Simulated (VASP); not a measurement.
Write the native input for VASP 6.6.1 that does the following.

```yaml
Task: single point
Functional: PBEsol
Potentials_or_basis: VASP PAW PBE potentials, release 64 (B, N)
Cutoff: 520 eV
k_mesh: 9 × 9 × 6
Occupations: gaussian, width 0.02 eV
Spin: no spin polarisation
Dipole_correction: no
Further_INCAR_settings: ALGO = Normal; EDIFF = 1e-06; NBANDS = 16
```

The structure of BN (sol) lies in POSCAR:

```
BN
1.0
    2.5151549549      0.0000000000      0.0000000000
   -1.2575774774      2.1781880854      0.0000000000
    0.0000000000      0.0000000000      4.1606277791
B N
2 2
Direct
    0.3333333333      0.6666666667     -0.0001250336
    0.6666666667      0.3333333333      0.4998749664
    0.3333333333      0.6666666667      0.3741250336
    0.6666666667      0.3333333333      0.8741250336
```

This cell differs from its parent crystal: strained cell.

One way to write it, as run:

INCAR

```
SYSTEM = BN
ALGO = Normal
EDIFF = 1E-6
ENCUT = 520
GGA = PS
ISIF = 2
ISMEAR = 0
LASPH = .TRUE.
LCHARG = .TRUE.
LELF = .TRUE.
LREAL = .FALSE.
LVHAR = .TRUE.
LWAVE = .FALSE.
NBANDS = 16
NELM = 60
PREC = Accurate
SIGMA = 0.02
```

KPOINTS

```
k-points
0
G
  9 9 6
  0 0 0
```

Potentials or basis: VASP PAW PBE potentials, release 64 (B, N).

Command:

```console
$ cat potpaw_PBE.64/B/POTCAR potpaw_PBE.64/N/POTCAR > POTCAR
$ mpirun -np 1 vasp_std > vasp.out
```

It gave:

| Item | Value |
| --- | --- |
| Pressure | 13.2 GPa |
| Largest force | 0.004 eV/Å |
| Band gap on the k mesh | 4.88 eV, indirect (least direct gap 8.35 eV) |

Caveat: the cell differs from its parent crystal (strained cell); the PAW data sets were made with another functional, which shifts forces and pressure a little.

It took 17 s on 1 thread of AMD EPYC 7R43 64-Core Processor (Zen 3) (shared host), peak memory 0.1 GiB.
